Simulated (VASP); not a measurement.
Here is a VASP 6.6.1 calculation.

Contents of INCAR:

```
PREC = Accurate
ENCUT = 520
EDIFF = 1E-6
ISMEAR = -1
SIGMA = 0.1
LREAL = F
LASPH = T
NELM = 80
ALGO = Normal
ISIF = 2
LWAVE = F
LCHARG = T
GGA = RE
LELF = T
LVHAR = T
NBANDS = 10
```

File KPOINTS:

```
regular mesh
0
Gamma
  13 13 13
```

The input POSCAR:

```
K
1.0
    0.0000000000      3.4664787203      3.4664787203
    3.4664787203      0.0000000000      3.4664787203
    3.4664787203      3.4664787203      0.0000000000
K
1
Direct
    0.0000000000      0.0000000000      0.0000000000
```

Potentials or basis: VASP PAW PBE potentials, release 64 (K_sv).

The run is started by

```sh
$ cat potpaw_PBE.64/K_sv/POTCAR > POTCAR
$ mpirun -np 1 vasp_std > vasp.out
```

What does it give for the band gap on the k mesh?

Zero (an odd number of electrons rules out a gap without spin polarisation).

What does it give for the pressure?

-0.1 GPa.

Caveat: the PAW data sets were made with another functional, which shifts forces and pressure a little.
